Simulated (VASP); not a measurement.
Crystal: HfZrS3.

```
Zr Hf S
1.0
     3.91598    0.00000    0.00000
     0.00000    3.91598    0.00000
     0.00000    0.00000    6.66926
Zr Hf S
1 1 3
Direct
  0.00000 0.00000 0.53840
  0.00000 0.00000 0.11926
  0.50000 0.00000 0.27373
  0.00000 0.50000 0.27373
  0.50000 0.50000 0.44211
```

The cell was generated, and may not be a known phase.

| Item | Value |
| --- | --- |
| Program | VASP 6.6.1 |
| Task | relaxation of cell and atoms |
| Functional | PBE |
| Potentials or basis | VASP PAW PBE potentials, release 64 (Zr_sv, Hf_pv, S) |
| Cutoff | 600 eV |
| k mesh | 4 × 4 × 4 |
| Occupations | gaussian, width 0.1 eV |
| Spin | no spin polarisation |

At the start: pressure 33.1 GPa; volume 20.45 Å³/atom.

Task: How do energy, volume and symmetry change on relaxing?

Result: Over 26 steps the energy falls by 1569.7 meV/atom and the volume is 20.63 Å³/atom (+0.9 %); space group P4mm (No. 99, to 0.1 Å) before and after.

The path:
| step | energy change (eV) | largest force (eV/Å) | pressure (GPa) | volume (Å³) |
| --- | --- | --- | --- | --- |
| 1 | 0.0000 | 8.8740 | 33.13 | 102.27 |
| 2 | -0.2633 | 3.1534 | -12.71 | 178.12 |
| 3 | -3.3745 | 2.9474 | -3.25 | 131.91 |
| 4 | -3.3922 | 3.0450 | -2.40 | 130.18 |
| 5 | -3.3960 | 3.1219 | -1.61 | 128.83 |
| 6 | -4.2153 | 3.1682 | -1.77 | 127.98 |
| 7 | -5.0171 | 3.8053 | -0.63 | 123.65 |
| 8 | -5.1130 | 2.6797 | -1.50 | 125.12 |
| 9 | -5.7850 | 2.2762 | -1.55 | 122.02 |
| 10 | -7.0704 | 2.3646 | -0.28 | 112.95 |
| 11 | -5.5196 | 4.3548 | 14.21 | 95.95 |
| 12 | -7.2526 | 2.6960 | 1.17 | 109.29 |
| 13 | -7.6368 | 1.1405 | -4.99 | 110.50 |
| 14 | -7.6374 | 1.1239 | -4.80 | 110.45 |
| 15 | -7.7822 | 0.3783 | 3.09 | 99.39 |
| 16 | -7.8132 | 0.4624 | 0.35 | 102.41 |
| 17 | -7.8324 | 0.2527 | 0.64 | 102.77 |
| 18 | -7.8336 | 0.2336 | 0.73 | 102.88 |
| 19 | -7.8372 | 0.1546 | -0.95 | 104.70 |
| 20 | -7.8383 | 0.1794 | -0.43 | 104.09 |
| 21 | -7.8426 | 0.1314 | -0.32 | 103.86 |
| 22 | -7.8462 | 0.0765 | -0.09 | 103.36 |
| 23 | -7.8482 | 0.0624 | 0.31 | 102.88 |
| 24 | -7.8483 | 0.0635 | 0.28 | 102.92 |
| 25 | -7.8478 | 0.1083 | -0.42 | 103.55 |
| 26 | -7.8486 | 0.0326 | -0.01 | 103.17 |

Final structure:
```
CELL_PARAMETERS angstrom
4.12792 0.00000 0.00000
0.00000 4.12792 0.00000
0.00000 0.00000 6.05457
ATOMIC_POSITIONS crystal
Zr 0.00000 0.00000 0.47867
Hf 0.00000 0.00000 0.99302
S 0.50000 0.00000 0.22579
S 0.00000 0.50000 0.22579
S 0.50000 0.50000 0.72396
```

Caveat: the k points lie up to 0.38 Å⁻¹ apart in the final cell, too coarse for converged energies and pressures of a metal.
